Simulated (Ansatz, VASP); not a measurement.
Two plane-wave programs on AlSi16

```
Si Al
1.0
     0.00000    5.43000    5.43000
     5.43000    0.00000    5.43000
     5.43000    5.43000    0.00000
Si Al
16 1
Direct
  0.98757 0.00213 0.00555
  0.10958 0.12424 0.14247
  0.98865 0.00384 0.50417
  0.10964 0.12418 0.62453
  0.98754 0.50526 0.00558
  0.11810 0.62736 0.12769
  0.98760 0.50521 0.50248
  0.10961 0.64215 0.62456
  0.49042 0.00221 0.00566
  0.61281 0.13252 0.12772
  0.49048 0.00216 0.50247
  0.62694 0.12441 0.62470
  0.48924 0.50365 0.00396
  0.61278 0.62746 0.12775
  0.49045 0.50537 0.50250
  0.61284 0.62740 0.63284
  0.23864 0.25385 0.75416
```

Alike in both runs: functional PBE; k mesh 2 × 2 × 2; occupations gaussian, width 0.05 eV; collinear spin.

Ansatz relaxed the structure, and its values are those at the end. VASP's run is a single point on that final structure, the one shown.

|  | VASP | Ansatz |
| --- | --- | --- |
| version | VASP 6.6.1 | Ansatz 0.2.0 |
| potentials or method | VASP PAW PBE potentials, release 64 (Si, Al), cutoff 520 eV | scalar-relativistic, plane waves, PAW |
| valence electrons in the cell | 67 | 67 |

VASP gave:

* rms of the force components (eV/Å): 0.008
* net moment per atom (μB): 0.00

**Question.** What did Ansatz give for the same quantities?

**Answer.** rms of the force components (eV/Å): 0.006; net moment per atom (μB): 0.00.

Ansatz's warnings: seeded moment not kept.

The k mesh is coarse, so the values compare programs but aren't converged.
